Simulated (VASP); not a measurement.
Input of a VASP 6.6.1 run:

Contents of INCAR:

```
SYSTEM = Ni
PREC = Accurate
ENCUT = 520
EDIFF = 1E-7
ISMEAR = -1
SIGMA = 0.05
LREAL = .FALSE.
LASPH = .TRUE.
NELM = 150
ALGO = Normal
ISIF = 2
LWAVE = .FALSE.
LCHARG = .FALSE.
ISPIN = 2
MAGMOM = 0.589
LORBIT = 11
LMAXMIX = 4
GGA = B5
ALDAX = 1.0
AGGAX = 1.0
AGGAC = 1.0
ALDAC = 0.0
NBANDS = 15
```

File KPOINTS:

```
Automatic mesh
0
G
  17 17 17
  0 0 0
```

The input POSCAR:

```
Ni
1.0
   -1.4426821909      1.4426821909      1.4426821909
    1.4426821909     -1.4426821909      1.4426821909
    1.4426821909      1.4426821909     -1.4426821909
Ni
1
Direct
    0.0000000000      0.0000000000      0.0000000000
```

Potentials or basis: VASP PAW PBE potentials, release 64 (Ni).

Run with:

```sh
$ cat potpaw_PBE.64/Ni/POTCAR > POTCAR
$ mpirun -np 1 vasp_std > vasp.out
```

What does it give for the site moments?

Ni +0.57 μB.

Estimate the net moment.

0.56 μB per cell.
